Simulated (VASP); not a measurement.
Zr5O9 (a cell with a defect), 14 atoms in the cell. The cell holds a defect, 14 atoms: a = 5.116 Å, b = 6.266 Å, c = 6.266 Å, α = 80.41°, β = 65.91°, γ = 65.91°.  This cell differs from its parent crystal: atoms taken out, atom 14 moved -0.125 of the way to it and -0.450 Å across, host rigid.

| Property | Result |
| --- | --- |
| Program | VASP 6.6.1 |
| Task | single point |
| Functional | PBE |
| Potentials or basis | VASP PAW PBE potentials, release 64 (Zr_sv, O) |
| Cutoff | 520 eV |
| k mesh | 4 × 4 × 4 |
| Occupations | gaussian, width 0.05 eV |
| Spin | no spin polarisation |
| Dipole correction | no |
| Charge | 2 |
| Further INCAR settings | ALGO = Normal; EDIFF = 1e-06; NBANDS = 70; NELECT = 112.0 |

Potentials or basis: VASP PAW PBE potentials, release 64 (Zr_sv, O).

Command:

```sh
$ cat potpaw_PBE.64/Zr_sv/POTCAR potpaw_PBE.64/O/POTCAR > POTCAR
$ mpirun -np 1 vasp_std > vasp.out
```

Hardware: 1 thread of Intel Xeon 8259CL, on a shared host.

Task: Estimate the wall time of this run.

Result: Run time: 16 min on 1 thread of Intel Xeon 8259CL, with other jobs on the host, peak memory 0.46 GiB. Counts: scf iterations 16, k points 36.
